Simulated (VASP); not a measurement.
Input of a VASP 6.6.1 run:

INCAR

```
ALGO = Normal
EDIFF = 1E-6
ENCUT = 520
ISIF = 2
ISMEAR = -1
LASPH = T
LCHARG = T
LELF = T
LREAL = F
LVHAR = T
LWAVE = F
NBANDS = 99
NELM = 60
PREC = Accurate
SIGMA = 0.1
```

The input KPOINTS:

```
k-points
0
Gamma
  3 3 1
```

File POSCAR:

```
Pb12O
1.0
    7.0003570000      0.0000000000      0.0000000000
    3.5001790000      6.0624870000      0.0000000000
    0.0000000000      0.0000000000     18.7157680000
Pb O
12 1
Direct
    0.1666667000      0.1666667000      0.0534309000
    0.6666667000      0.1666667000      0.0534309000
    0.1666667000      0.6666667000      0.0534309000
    0.6666667000      0.6666667000      0.0534309000
   -0.1578513220      0.2995073966      0.1959893027
    0.2997508976      0.3573813417      0.1959996082
   -0.1665650510      0.8330610305      0.1877482112
    0.3579679727      0.8426130929      0.1960074525
    0.0387133947     -0.0550003070      0.3377869720
    0.5162785524      0.0388110338      0.3379818741
   -0.0549134480      0.5163910204      0.3377496177
    0.4999689645      0.5000420218      0.3356525866
    0.1665698900      0.1667714875      0.3651181382
```

Potentials or basis: VASP PAW LDA potentials, release 64 (Pb_d, O).

Command:

```bash
$ cat potpaw_LDA.64/Pb_d/POTCAR potpaw_LDA.64/O/POTCAR > POTCAR
$ mpirun -np 1 vasp_std > vasp.out
```

Problem. Estimate the band gap on the k mesh.

Solution. Zero (bands 87 and 88 overlap by 0.26 eV).

Problem. Predict the largest force.

Solution. 0.173 eV/Å.

Forces in eV/Å, atoms in the order of the input:
```
Pb  -0.001  0.000 -0.161
Pb  -0.091  0.143  0.029
Pb   0.170  0.006  0.031
Pb  -0.080 -0.151  0.029
Pb   0.003  0.013  0.003
Pb   0.012  0.002  0.001
Pb   0.003 -0.001  0.011
Pb  -0.014 -0.010  0.001
Pb  -0.032 -0.014  0.006
Pb   0.031 -0.022  0.002
Pb  -0.003  0.036  0.007
Pb   0.002  0.000  0.009
O   -0.001 -0.001  0.032
```

Caveat: spin-orbit coupling is left out, which moves the levels of the heavy elements.
